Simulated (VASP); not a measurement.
# Be (Pm-3m) in VASP: notebook

Runs on Be. Level: PBEsol. Tasks: relaxation of cell and atoms.

Everything below comes from runs of VASP 6.6.1. Logs are shortened: lines on timing, memory, paths and dates and some standing lists are left out, and cuts for length are marked.

**1. The cell of the first run**

The structure is cubic, space group Pm-3m (No. 221). The conventional cell has a = 2.070 Å, b = 2.070 Å, c = 2.070 Å, α = 90.00°, β = 90.00°, γ = 90.00°. Within 2.7 Å of Be (site symmetry m-3m) lie 6 Be at 2.07 Å.

This isn't the form of Be at room conditions, which is hcp.

**2. Relaxation of cell and atoms, PBEsol**

The input, INCAR:

```
PREC = Accurate
ENCUT = 600
EDIFF = 1E-6
ISMEAR = 1
SIGMA = 0.05
LREAL = F
LASPH = T
NELM = 80
ALGO = Normal
ISIF = 3
LWAVE = F
LCHARG = F
GGA = PS
IBRION = 2
NSW = 80
EDIFFG = -0.03
```

The input, KPOINTS:

```
Automatic mesh
0
Gamma
  10 10 10
```

The input, POSCAR:

```
Be
1.0
    2.0700000000      0.0000000000      0.0000000000
    0.0000000000      2.0700000000      0.0000000000
    0.0000000000      0.0000000000      2.0700000000
Be
1
Direct
    0.0000000000      0.0000000000      0.0000000000
```

Potentials or basis: VASP PAW PBE potentials, release 64 (Be).

On the command line:

```console
cat potpaw_PBE.64/Be/POTCAR > POTCAR
mpirun -np 1 vasp_std > vasp.out
```

OUTCAR:

```text
PREC = Accurate
   ENCUT = 600
   EDIFF = 1E-6
   ISMEAR = 1
   LREAL = F
   LASPH = T
   NELM = 80
   ISIF = 3
   GGA = PS
   IBRION = 2
   NSW = 80
   EDIFFG = -0.03

 ion  position               nearest neighbor table
   1  0.000  0.000  0.000-

  LATTYP: Found a simple cubic cell.
 ALAT       =     2.0700000000

  Lattice vectors:

 A1 = (   2.0700000000,   0.0000000000,   0.0000000000)
 A2 = (   0.0000000000,   2.0700000000,   0.0000000000)
 A3 = (   0.0000000000,   0.0000000000,   2.0700000000)

Analysis of symmetry for initial positions (statically):
=====================================================================
 Subroutine PRICEL returns:
 Original cell was already a primitive cell.

 Routine SETGRP: Setting up the symmetry group for a
 simple cubic supercell.

 Subroutine GETGRP returns: Found 48 space group operations
 (whereof 48 operations were pure point group operations)
 out of a pool of 48 trial point group operations.

The static configuration has the point symmetry O_h .

Analysis of symmetry for dynamics (positions and initial velocities):
=====================================================================
 Subroutine PRICEL returns:
 Original cell was already a primitive cell.

 Routine SETGRP: Setting up the symmetry group for a
 simple cubic supercell.

 Subroutine GETGRP returns: Found 48 space group operations
 (whereof 48 operations were pure point group operations)
 out of a pool of 48 trial point group operations.

The dynamic configuration has the point symmetry O_h .

 Subroutine INISYM returns: Found 48 space group operations
 (whereof 48 operations are pure point group operations),
 and found     1 'primitive' translations

----------------------------------------------------------------------------------------

                                     Primitive cell

  volume of cell :       8.8697

  direct lattice vectors                    reciprocal lattice vectors
     2.070000000  0.000000000  0.000000000     0.483091787  0.000000000  0.000000000
     0.000000000  2.070000000  0.000000000     0.000000000  0.483091787  0.000000000
     0.000000000  0.000000000  2.070000000     0.000000000  0.000000000  0.483091787

  length of vectors
     2.070000000  2.070000000  2.070000000     0.483091787  0.483091787  0.483091787

  position of ions in fractional coordinates (direct lattice)
     0.000000000  0.000000000  0.000000000

  ion indices of the primitive-cell ions
   primitive index   ion index
                 1           1

----------------------------------------------------------------------------------------

 KPOINTS: Automatic mesh
[... 54 lines left out ...]
   dimension x,y,z NGXF=    36 NGYF=   36 NGZF=   36
   ions per type =               1
   NGX,Y,Z   is equivalent  to a cutoff of  14.46, 14.46, 14.46 a.u.
   NGXF,Y,Z  is equivalent  to a cutoff of  28.91, 28.91, 28.91 a.u.
 SYSTEM =  unknown system
   PREC   = accura    normal or accurate (medium, high low for compatibility)
   ISTART =      0    job   : 0-new  1-cont  2-samecut
   ICHARG =      2    charge: 1-file 2-atom 10-const
   ISPIN  =      1    spin polarized calculation?
   LNONCOLLINEAR =      F non collinear calculations
   LSORBIT =      F    spin-orbit coupling
   LASPH  =      T    aspherical Exc in radial PAW
   ENCUT  =  600.0 eV  44.10 Ry    6.64 a.u.   4.13  4.13  4.13*2*pi/ulx,y,z
   NELM   =     80;   NELMIN=  2; NELMDL= -5     # of ELM steps
   EDIFF  = 0.1E-05   stopping-criterion for ELM
   LREAL  =      F    real-space projection
   EDIFFG = -.3E-01   stopping-criterion for IOM
   NSW    =     80    number of steps for IOM
   IBRION =      2    ionic relax: 0-MD 1-quasi-New 2-CG
   NFREE  =      1    steps in history (QN), initial steepest desc. (CG)
   ISIF   =      3    stress and relaxation
   ISYM   =      2    0-nonsym 1-usesym 2-fastsym
   POTIM  = 0.5000    time-step for ionic-motion
   TEBEG  =    0.0;   TEEND  =   0.0 temperature during run
   PSTRESS=    0.0 pullay stress
   NELECT =       2.0000    total number of electrons
   NUPDOWN=      -1.0000    fix difference up-down
   EMIN   =  10.00;   EMAX   =-10.00  energy-range for DOS
   EFERMI =   0.00;   METHOD = LEGACY
   ISMEAR =     1;   SIGMA  =   0.05  broadening in eV -4-tet -1-fermi 0-gaus
   EFERMI_NEDOS =   21; number of points for ismear=-14 and -15
   IALGO  =     38    algorithm
   IMIX   =      4    mixing-type and parameters
     AMIX     =   0.40;   BMIX     =  1.00
     AMIX_MAG =   1.60;   BMIX_MAG =  1.00
  volume/ion in A,a.u.               =       8.87        59.86
  Fermi-wavevector in a.u.,A,eV,Ry     =   0.996432  1.882984 13.508917  0.992877
  Thomas-Fermi vector in A             =   2.128520
   LORBIT       =      0    0 simple, 1 ext, 2 COOP (PROOUT), +10 PAW based schemes
   GGA     = PS    functional components
   LHFCALC =     F    Hartree Fock is set to
   AEXX    =    0.0000 exact exchange contribution
   IVDW    =     0    specifies the selected vdW correction
   LEPSILON=     F    determine dielectric tensor
   LRPA    =     F    only Hartree local field effects (RPA)
 conjugate gradient relaxation of ions
 non-spin polarized calculation
 Methfessel and Paxton  Order N= 1 SIGMA  =   0.05
  energy-cutoff  :      600.00
  volume of cell :        8.87
 maximum number of plane-waves:       306
 NGX is ok and might be reduce to    18
   NGX =  9   NGY =  9   NGZ =  9

--------------------------------------- Ionic step        1  -------------------------------------------

 number of electron       2.0000000 magnetization

 Free energy of the ion-electron system (eV)
  ---------------------------------------------------
  ext. energy  EPLUGINS =         0.00000000
  ---------------------------------------------------
  free energy    TOTEN  =        -2.92406226 eV

  energy without entropy =       -2.92373958  energy(sigma->0) =       -2.92395470

 E-fermi :   6.2236     XC(G=0): -10.2255

 val. band max:        6.2073050988   @ k =   0.5000   0.3000   0.3000
 cond. band min:       6.2448076583   @ k =   0.5000   0.4000   0.0000
 fundamental gap:      0.0375025595
 Fermi energy:         6.2236093451

 k-point     1 :       0.0000    0.0000    0.0000
  band No.  band energies     occupation
      1      -4.5972      2.00000
      2      20.9397      0.00000
      3      20.9397      0.00000
      4      20.9397      0.00000
      5      26.8003      0.00000
[... 253 lines left out ...]
--------------------------------------- Ionic step        3  -------------------------------------------

 number of electron       2.0000000 magnetization

 Free energy of the ion-electron system (eV)
  ---------------------------------------------------
  ext. energy  EPLUGINS =         0.00000000
  ---------------------------------------------------
  free energy    TOTEN  =        -2.97405430 eV

  energy without entropy =       -2.97373865  energy(sigma->0) =       -2.97394908

 E-fermi :   5.0279     XC(G=0):  -9.8032

 val. band max:        5.0203828821   @ k =   0.4000   0.1000   0.0000
 cond. band min:       5.1742106278   @ k =   0.5000   0.4000   0.0000
 fundamental gap:      0.1538277456
 Fermi energy:         5.0278645954

 k-point     1 :       0.0000    0.0000    0.0000
  band No.  band energies     occupation
      1      -4.8805      2.00000
      2      18.5155      0.00000
      3      18.5155      0.00000
      4      18.5155      0.00000
      5      24.1939      0.00000
[... 212 lines left out ...]
  FREE ENERGIE OF THE ION-ELECTRON SYSTEM (eV)
  ---------------------------------------------------
  free  energy   TOTEN  =        -2.9740542970 eV

  energy  without entropy=       -2.9737386518  energy(sigma->0) =       -2.97394908

 reached required accuracy - stopping structural energy minimisation
```

OSZICAR:

```text
N       E                     dE             d eps       ncg     rms          rms(c)
DAV:   1    -0.125539486362E+01   -0.12554E+01   -0.12830E+03   575   0.372E+02
DAV:   2    -0.292962143639E+01   -0.16742E+01   -0.16241E+01   790   0.390E+01
DAV:   3    -0.293540237158E+01   -0.57809E-02   -0.56821E-02   620   0.185E+00
DAV:   4    -0.293540514463E+01   -0.27731E-05   -0.27726E-05   865   0.492E-02
[... 12 lines left out ...]
       N       E                     dE             d eps       ncg     rms          rms(c)
DAV:   1    -0.297416124755E+01   -0.31768E-02   -0.16769E-02   595   0.117E+00    0.550E-02
DAV:   2    -0.297409716665E+01    0.64081E-04   -0.28186E-05   615   0.488E-02    0.339E-02
DAV:   3    -0.297405430167E+01    0.42865E-04   -0.19896E-05   605   0.327E-02    0.760E-04
DAV:   4    -0.297405429699E+01    0.46772E-08   -0.53794E-08   370   0.199E-03
   3 F= -.29740543E+01 E0= -.29739491E+01  d E =-.499920E-01
```

CONTCAR:

```text
Be
   1.00000000000000
     2.1649142190566728    0.0000000000000000    0.0000000000000000
    -0.0000000000000000    2.1649142190566724    0.0000000000000000
    -0.0000000000000000   -0.0000000000000000    2.1649142190566724
  Be
     1
Direct
     0.0000000000000000    0.0000000000000000    0.0000000000000000

  0.00000000E+00  0.00000000E+00  0.00000000E+00
```

It took 3.4 s on 1 thread of Intel Xeon Platinum 8488C (Sapphire Rapids), shared host; peak memory 0.11 GiB.

What came out:

* Free energy: -2.9741 eV
* Relaxed volume: 10.15 Å³/atom
* Relaxed cell: a = 2.165 Å, b = 2.165 Å, c = 2.165 Å, α = 90.00°, β = 90.00°, γ = 90.00°
* Space group after relaxing (to 0.1 Å): Pm-3m (No. 221)
* Energy gained by relaxing: 50.0 meV/atom
* Ionic steps: 3
* Pressure after relaxing: 0.2 GPa
* Band gap on the k mesh: zero (bands 1 and 2 overlap by 7.16 eV)

The path:
| step | energy change (eV) | largest force (eV/Å) | pressure (GPa) | volume (Å³) |
| --- | --- | --- | --- | --- |
| 1 | 0.0000 | 0.0000 | 12.96 | 8.87 |
| 2 | -0.0469 | 0.0000 | 2.95 | 9.82 |
| 3 | -0.0500 | 0.0000 | 0.17 | 10.15 |

Final structure:
```
Be
1.0
     2.16491    0.00000    0.00000
     0.00000    2.16491    0.00000
     0.00000    0.00000    2.16491
Be
1
Direct
  0.00000 0.00000 0.00000
```

Caveat: the PAW data sets were made with another functional, which shifts forces and pressure a little.

**3. Relaxation of cell and atoms, PBEsol, target pressure 20 GPa, at which the enthalpy is minimised**

The input, INCAR:

```
PREC = Accurate ; ENCUT = 600
EDIFF = 1E-6 ; ISMEAR = 1
SIGMA = 0.05 ; LREAL = F
LASPH = T ; NELM = 80
ALGO = Normal ; ISIF = 3
LWAVE = F ; LCHARG = F
GGA = PS ; IBRION = 2
NSW = 80 ; EDIFFG = -0.03
PSTRESS = 200.0
```

The input, KPOINTS:

```
regular mesh
0
Gamma
  10 10 10
```

POSCAR is that of step 2.

Potentials or basis: VASP PAW PBE potentials, release 64 (Be).

On the command line:

```console
cat potpaw_PBE.64/Be/POTCAR > POTCAR
mpirun -np 1 vasp_std > vasp.out
```

Run time: 3 s. Hardware: 1 thread of Intel Xeon Platinum 8488C (Sapphire Rapids), shared host; peak memory 0.11 GiB.

Results (log left out):

```
Free energy                                                : -2.8742 eV
Relaxed volume                                             : 8.38 Å³/atom
Relaxed cell                                               : a = 2.031 Å, b = 2.031 Å, c = 2.031 Å, α = 90.00°, β = 90.00°, γ = 90.00°
Space group after relaxing (to 0.1 Å)                      : Pm-3m (No. 221)
Energy change on relaxing (the run minimises the enthalpy) : +49.9 meV/atom
Ionic steps                                                : 2
Pressure after relaxing                                    : 20.2 GPa
Band gap on the k mesh                                     : zero (bands 1 and 2 overlap by 7.65 eV)
```

The path:
```
step  energy change (eV)  largest force (eV/Å)  pressure (GPa)  volume (Å³)
   1              0.0000                0.0000           12.96         8.87
   2              0.0499                0.0000           20.17         8.38
```

Final structure:
```
Be
1.0
     2.03110    0.00000    0.00000
     0.00000    2.03110    0.00000
     0.00000    0.00000    2.03110
Be
1
Direct
  0.00000 0.00000 0.00000
```

Levels at points of the mesh, in eV from the Fermi level:
```
           k point  band 1  band 2  band 3  band 4  band 5
(0.00, 0.00, 0.00)  -11.17   15.32   15.32   15.32   21.26
(0.50, 0.00, 0.00)   -6.00   -1.79   19.76   19.76   27.78
(0.50, 0.50, 0.00)    0.29    0.29    6.65    8.91   23.43
(0.50, 0.50, 0.50)    5.87    5.87    5.87   14.27   14.27
```

Caveat: the cell is relaxed towards a set pressure, so the run minimises the enthalpy, not the energy; the PAW data sets were made with another functional, which shifts forces and pressure a little.

**4. Relaxation of cell and atoms, PBEsol, target pressure 40 GPa, at which the enthalpy is minimised**

The input, INCAR:

```
SYSTEM = Be
PREC = Accurate ; ENCUT = 600
EDIFF = 1E-6 ; ISMEAR = 1
SIGMA = 0.05 ; LREAL = .False.
LASPH = .True. ; NELM = 60
ALGO = Normal ; ISIF = 3
LWAVE = .False. ; LCHARG = .False.
GGA = PS ; IBRION = 2
NSW = 80 ; EDIFFG = -0.03
PSTRESS = 400.0
```

The input, KPOINTS:

```
Automatic mesh
0
Gamma
  10 10 10
  0 0 0
```

POSCAR is that of step 3.

On the command line:

```console
cat potpaw_PBE.64/Be/POTCAR > POTCAR
mpirun -np 1 vasp_std > vasp.out
```

Run time: 3.6 s. Hardware: 1 thread of Intel Xeon Platinum 8488C (Sapphire Rapids), shared host; peak memory 0.12 GiB.

Results (log left out):

| Property | Result |
| --- | --- |
| Free energy | -2.7007 eV |
| Relaxed volume | 7.43 Å³/atom |
| Relaxed cell | a = 1.952 Å, b = 1.952 Å, c = 1.952 Å, α = 90.00°, β = 90.00°, γ = 90.00° |
| Space group after relaxing (to 0.1 Å) | Pm-3m (No. 221) |
| Energy change on relaxing (the run minimises the enthalpy) | +223.3 meV/atom |
| Ionic steps | 3 |
| Pressure after relaxing | 40.2 GPa |
| Band gap on the k mesh | zero (bands 1 and 2 overlap by 7.95 eV) |

Step by step:
```csv
step,energy change (eV),largest force (eV/Å),pressure (GPa),volume (Å³)
1,0.0000,0.0000,12.96,8.87
2,0.3218,0.0000,50.45,7.08
3,0.2233,0.0000,40.16,7.43
```

Final structure:
```
CELL_PARAMETERS angstrom
1.95159 0.00000 0.00000
0.00000 1.95159 0.00000
0.00000 0.00000 1.95159
ATOMIC_POSITIONS crystal
Be 0.00000 0.00000 0.00000
```

Levels at points of the mesh, in eV from the Fermi level:
```
           k point  band 1  band 2  band 3  band 4
(0.00, 0.00, 0.00)  -11.93   16.67   16.67   16.67
(0.50, 0.00, 0.00)   -6.70   -1.58   21.62   21.62
(0.50, 0.50, 0.00)    0.22    0.22    6.84   10.29
(0.50, 0.50, 0.50)    6.37    6.37    6.37   15.14
```

Caveat: the cell is relaxed towards a set pressure, so the run minimises the enthalpy, not the energy; the volume moved by over 15 % at a fixed basis, so the end points are rough; the PAW data sets were made with another functional, which shifts forces and pressure a little.

(Continued in part 2 of 2.)
